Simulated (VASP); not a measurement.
# Si5C (P-62m) in VASP: notebook

Runs on Si5C. Level: PBE. Tasks: single point, relaxation of cell and atoms.

Everything below comes from runs of VASP 6.6.1. Logs are shortened: lines on timing, memory, paths and dates and some standing lists are left out, and cuts for length are marked.

## Step 1: The cell of the first run

It takes space group P-62m (No. 189, hexagonal). The conventional cell has a = 4.788 Å, b = 4.788 Å, c = 4.472 Å, α = 90.00°, β = 90.00°, γ = 120.00°. Si (site symmetry -6) has 9 Si at 2.75 to 2.76 Å and 3 C at 2.76 Å within 3.6 Å. Si (site symmetry m2m) has 2 C at 2.75 Å and 10 Si at 2.75 to 2.76 Å within 3.6 Å. C (site symmetry -62m) has 12 Si at 2.75 to 2.76 Å within 3.6 Å.

## Step 2: Single point, PBE, collinear spin

INCAR

```
SYSTEM = Si5C
PREC     = Accurate       ! precision mode
ENCUT    = 520            ! plane-wave cutoff, eV
EDIFF    = 1E-6           ! SCF threshold, eV
ISMEAR   = 0              ! smearing method
SIGMA    = 0.1            ! smearing width, eV
LREAL    = .False.        ! projectors in reciprocal space
LASPH    = .True.         ! aspherical terms in the spheres
NELM     = 150            ! most SCF steps
ALGO     = Normal         ! electronic algorithm
ISIF     = 2              ! what is computed and relaxed
LWAVE    = .False.        ! write WAVECAR
LCHARG   = .True.         ! write CHGCAR
ISPIN    = 2              ! spin polarisation
MAGMOM   = 0 0 0 0 0 1    ! initial moments
LORBIT   = 11             ! projections on sites
GGA      = PE             ! functional
LELF     = .True.         ! ELF
LVHAR    = .True.       
NBANDS   = 25             ! bands
```

KPOINTS

```
Automatic mesh
0
Gamma
  6 6 4
  0 0 0
```

POSCAR

```
Si5C
1.0
    4.7881676300      0.0000000000      0.0000000000
   -2.3940838100      4.1466748000      0.0000000000
    0.0000000000      0.0000000000      4.4721425900
Si C
5 1
Direct
    0.3333333300      0.6666666700      0.0000000000
    0.6666666700      0.3333333300      0.0000000000
    0.6666666700      0.6666666700      0.5000000000
    0.3333333300      0.0000000000      0.5000000000
    0.0000000000      0.3333333300      0.5000000000
    0.0000000000      0.0000000000      0.0000000000
```

Potentials or basis: VASP PAW PBE potentials, release 64 (Si, C).

On the command line:

```bash
$ cat potpaw_PBE.64/Si/POTCAR potpaw_PBE.64/C/POTCAR > POTCAR
$ mpirun -np 1 vasp_std > vasp.out
```

OUTCAR:

```text
SYSTEM = Si5C
   PREC = Accurate
   ENCUT = 520
   EDIFF = 1E-6
   ISMEAR = 0
   LREAL = .False.
   LASPH = .True.
   NELM = 150
   ISIF = 2
   ISPIN = 2
   LORBIT = 11
   GGA = PE

 ion  position               nearest neighbor table
   1  0.333  0.667  0.000-   4 2.75   4 2.75   5 2.75   5 2.75   3 2.75   3 2.75   2 2.76   2 2.76
                             2 2.76
   2  0.667  0.333  0.000-   5 2.75   5 2.75   4 2.75   4 2.75   3 2.75   3 2.75   1 2.76   1 2.76
                             1 2.76
   3  0.667  0.667  0.500-   2 2.75   2 2.75   1 2.75   1 2.75   5 2.76   4 2.76   4 2.76   5 2.76
                             4 2.76   5 2.76
   4  0.333  0.000  0.500-   1 2.75   1 2.75   2 2.75   2 2.75   5 2.76   3 2.76   5 2.76   3 2.76
                             3 2.76   5 2.76
   5  0.000  0.333  0.500-   2 2.75   2 2.75   1 2.75   1 2.75   3 2.76   4 2.76   4 2.76   3 2.76
                             4 2.76   3 2.76
   6  0.000  0.000  0.000-

  LATTYP: Found a hexagonal cell.
 ALAT       =     4.7881676300
 C/A-ratio  =     0.9339987518

  Lattice vectors:

 A1 = (   4.7881676300,   0.0000000000,   0.0000000000)
 A2 = (  -2.3940838100,   4.1466748000,   0.0000000000)
 A3 = (   0.0000000000,   0.0000000000,   4.4721425900)

Analysis of symmetry for initial positions (statically):
=====================================================================
 Subroutine PRICEL returns:
 Original cell was already a primitive cell.

 Routine SETGRP: Setting up the symmetry group for a
 hexagonal supercell.

 Subroutine GETGRP returns: Found 12 space group operations
 (whereof 12 operations were pure point group operations)
 out of a pool of 24 trial point group operations.

The static configuration has the point symmetry D_3h.

Analysis of symmetry for dynamics (positions and initial velocities):
=====================================================================
 Subroutine PRICEL returns:
 Original cell was already a primitive cell.

 Routine SETGRP: Setting up the symmetry group for a
 hexagonal supercell.

 Subroutine GETGRP returns: Found 12 space group operations
 (whereof 12 operations were pure point group operations)
 out of a pool of 24 trial point group operations.

The dynamic configuration has the point symmetry D_3h.

Analysis of structural, dynamic, and magnetic symmetry:
=====================================================================
 Subroutine PRICEL returns:
 Original cell was already a primitive cell.

 Routine SETGRP: Setting up the symmetry group for a
 hexagonal supercell.

 Subroutine GETGRP returns: Found 12 space group operations
 (whereof 12 operations were pure point group operations)
 out of a pool of 24 trial point group operations.

The overall configuration has the point symmetry D_3h.

 Subroutine INISYM returns: Found 12 space group operations
 (whereof 12 operations are pure point group operations),
 and found     1 'primitive' translations

----------------------------------------------------------------------------------------

                                     Primitive cell

  volume of cell :      88.7943

  direct lattice vectors                    reciprocal lattice vectors
     4.788167630  0.000000000  0.000000000     0.208848160  0.120578541  0.000000000
    -2.394083810  4.146674800  0.000000000     0.000000000  0.241157083  0.000000000
     0.000000000  0.000000000  4.472142590     0.000000000  0.000000000  0.223606466

  length of vectors
     4.788167630  4.788167623  4.472142590     0.241157083  0.241157083  0.223606466

  position of ions in fractional coordinates (direct lattice)
     0.333333330  0.666666670  0.000000000
     0.666666670  0.333333330  0.000000000
     0.666666670  0.666666670  0.500000000
     0.333333330  0.000000000  0.500000000
     0.000000000  0.333333330  0.500000000
     0.000000000  0.000000000  0.000000000

  ion indices of the primitive-cell ions
   primitive index   ion index
                 1           1
                 2           2
                 3           3
                 4           4
                 5           5
                 6           6

[... 33 lines left out ...]
  0.333333  0.166667  0.000000     12.000000
[... 13 lines left out ...]
  0.333333  0.166667  0.500000     12.000000
  0.333333  0.333333  0.500000      2.000000
   k-points           NKPTS =     21   k-points in BZ     NKDIM =     21   number of bands    NBANDS=     25
   number of dos      NEDOS =    301   number of ions     NIONS =      6
   total plane-waves  NPLWV =  46656
   dimension x,y,z NGX =    36 NGY =   36 NGZ =   36
   dimension x,y,z NGXF=    72 NGYF=   72 NGZF=   72
   ions per type =               5   1
   NGX,Y,Z   is equivalent  to a cutoff of  12.50, 12.50, 13.38 a.u.
   NGXF,Y,Z  is equivalent  to a cutoff of  25.00, 25.00, 26.77 a.u.
 SYSTEM =  Si5C
   PREC   = accura    normal or accurate (medium, high low for compatibility)
   ISTART =      0    job   : 0-new  1-cont  2-samecut
   ICHARG =      2    charge: 1-file 2-atom 10-const
   ISPIN  =      2    spin polarized calculation?
   LNONCOLLINEAR =      F non collinear calculations
   LSORBIT =      F    spin-orbit coupling
   LASPH  =      T    aspherical Exc in radial PAW
   ENCUT  =  520.0 eV  38.22 Ry    6.18 a.u.   8.90  8.90  8.32*2*pi/ulx,y,z
   NELM   =    150;   NELMIN=  2; NELMDL= -5     # of ELM steps
   EDIFF  = 0.1E-05   stopping-criterion for ELM
   LREAL  =      F    real-space projection
   EDIFFG = 0.1E-04   stopping-criterion for IOM
   NSW    =      0    number of steps for IOM
   IBRION =     -1    ionic relax: 0-MD 1-quasi-New 2-CG
   NFREE  =      0    steps in history (QN), initial steepest desc. (CG)
   ISIF   =      2    stress and relaxation
   ISYM   =      2    0-nonsym 1-usesym 2-fastsym
   POTIM  = 0.5000    time-step for ionic-motion
   TEBEG  =    0.0;   TEEND  =   0.0 temperature during run
   PSTRESS=    0.0 pullay stress
   NELECT =      24.0000    total number of electrons
   NUPDOWN=      -1.0000    fix difference up-down
   EMIN   =  10.00;   EMAX   =-10.00  energy-range for DOS
   EFERMI =   0.00;   METHOD = LEGACY
   ISMEAR =     0;   SIGMA  =   0.10  broadening in eV -4-tet -1-fermi 0-gaus
   EFERMI_NEDOS =   21; number of points for ismear=-14 and -15
   IALGO  =     38    algorithm
   IMIX   =      4    mixing-type and parameters
     AMIX     =   0.40;   BMIX     =  1.00
     AMIX_MAG =   1.60;   BMIX_MAG =  1.00
  volume/ion in A,a.u.               =      14.80        99.87
  Fermi-wavevector in a.u.,A,eV,Ry     =   1.058482  2.000241 15.243760  1.120385
  Thomas-Fermi vector in A             =   2.193793
   LORBIT       =     11    0 simple, 1 ext, 2 COOP (PROOUT), +10 PAW based schemes
   GGA     = PE    functional components
   LHFCALC =     F    Hartree Fock is set to
   AEXX    =    0.0000 exact exchange contribution
   IVDW    =     0    specifies the selected vdW correction
   LEPSILON=     F    determine dielectric tensor
   LRPA    =     F    only Hartree local field effects (RPA)
 spin polarized calculation
 Gauss-broadening in eV      SIGMA  =   0.10
  energy-cutoff  :      520.00
  volume of cell :       88.79
 maximum number of plane-waves:      2409
 NGX is ok and might be reduce to    36
   NGX = 17   NGY = 17   NGZ = 17

 number of electron      23.9999998 magnetization       0.0037492

 Free energy of the ion-electron system (eV)
  ---------------------------------------------------
  ext. energy  EPLUGINS =         0.00000000
  ---------------------------------------------------
  free energy    TOTEN  =       -29.30996737 eV

  energy without entropy =      -29.28348339  energy(sigma->0) =      -29.29672538

 E-fermi :   8.3809     XC(G=0): -10.8760

 val. band max:        8.3797104868   @ k =   0.5000  -0.0000   0.2500
 cond. band min:       8.3811667557   @ k =   0.5000  -0.0000   0.2500
 fundamental gap:      0.0014562689
 Fermi energy:         8.3808908025

 spin component 1

 k-point     1 :       0.0000    0.0000    0.0000
  band No.  band energies     occupation
      1      -5.4245      1.00000
      2      -0.0012      1.00000
      3       1.9713      1.00000
      4       2.2044      1.00000
      5       2.2644      1.00000
      6       2.6533      1.00000
[... 556 lines left out ...]
     23      14.1141      0.00000
     24      14.2302      0.00000
 Fermi energy:         8.3808908025

 spin component 2

 k-point     1 :       0.0000    0.0000    0.0000
  band No.  band energies     occupation
      1      -5.4238      1.00000
      2       0.0007      1.00000
      3       1.9719      1.00000
      4       2.2050      1.00000
      5       2.2648      1.00000
      6       2.6538      1.00000
[... 556 lines left out ...]
     23      14.1145      0.00000
     24      14.2305      0.00000
 [bands above 24 left out]

------------------------ aborting loop because EDIFF is reached ----------------------------------------

  FORCE on cell =-STRESS in cart. coord.  units (eV):
  Direction    XX          YY          ZZ          XY          YZ          ZX
  --------------------------------------------------------------------------------------
  -------------------------------------------------------------------------------------
  Total       -6.4850607     -6.4850607     -4.8755205     -0.0000000     -0.0000000     -0.0000000
  in kB     -117.0144953   -117.0144950    -87.9724336     -0.0000001     -0.0000000     -0.0000000
  external PRESSURE =    -107.3338080 kB  Pullay stress =       0.0000000 kB

 VOLUME and BASIS-vectors are now :
 -----------------------------------------------------------------------------
  energy-cutoff  :      520.00
  volume of cell :       88.79
      direct lattice vectors                 reciprocal lattice vectors
     4.788167630  0.000000000  0.000000000     0.208848160  0.120578541  0.000000000
    -2.394083810  4.146674800  0.000000000     0.000000000  0.241157083  0.000000000
     0.000000000  0.000000000  4.472142590     0.000000000  0.000000000  0.223606466

 POSITION                                       TOTAL-FORCE (eV/Angst)
 -----------------------------------------------------------------------------------
     -0.00000      2.76445      0.00000         0.000000     -0.000000      0.000000
      2.39408      1.38222      0.00000         0.000000     -0.000000      0.000000
      1.59606      2.76445      2.23607         0.219656      0.380455      0.000000
      1.59606      0.00000      2.23607        -0.439312     -0.000000      0.000000
     -0.79803      1.38222      2.23607         0.219656     -0.380455     -0.000000
      0.00000      0.00000      0.00000         0.000000     -0.000000      0.000000
 -----------------------------------------------------------------------------------
    total drift:                               -0.000000     -0.000000     -0.000000

  FREE ENERGIE OF THE ION-ELECTRON SYSTEM (eV)
  ---------------------------------------------------
  free  energy   TOTEN  =       -29.3099673693 eV

  energy  without entropy=      -29.2834833916  energy(sigma->0) =      -29.29672538

 total charge

# of ion       s       p       d       tot
------------------------------------------
    1        0.843   0.660   0.000   1.503
    2        0.843   0.660   0.000   1.503
    3        0.848   0.658   0.000   1.506
    4        0.848   0.658   0.000   1.506
    5        0.848   0.658   0.000   1.506
    6        1.002   1.053   0.000   2.055
--------------------------------------------------
tot          5.232   4.347   0.000   9.578

 magnetization (x)

# of ion       s       p       d       tot
------------------------------------------
    1        0.000   0.000   0.000   0.000
    2        0.000   0.000   0.000   0.000
    3        0.000   0.000   0.000   0.000
    4        0.000   0.000   0.000   0.000
    5        0.000   0.000   0.000   0.000
    6        0.000   0.001   0.000   0.001
--------------------------------------------------
tot          0.000   0.001   0.000   0.001
```

Run time: 99 s. Hardware: 1 thread of Intel Xeon Platinum 8488C (Sapphire Rapids), shared host; peak memory 0.26 GiB.

Results:

* Free energy: -29.3100 eV
* Pressure: -10.7 GPa
* Largest force: 0.439 eV/Å
* Band gap on the k mesh: zero (filled and empty bands overlap)
* Net moment: 0.00 μB per cell
* Valence electrons inside the program's atomic spheres: Si 1.50, 1.51 (each value once); C 2.06

Forces in eV/Å, atoms in the order of the input:
```
Si   0.000  0.000  0.000
Si   0.000  0.000  0.000
Si   0.220  0.380  0.000
Si  -0.439  0.000  0.000
Si   0.220 -0.380  0.000
C    0.000  0.000  0.000
```

Caveat: the cell stands under tension.

[end of part 1 of 2]
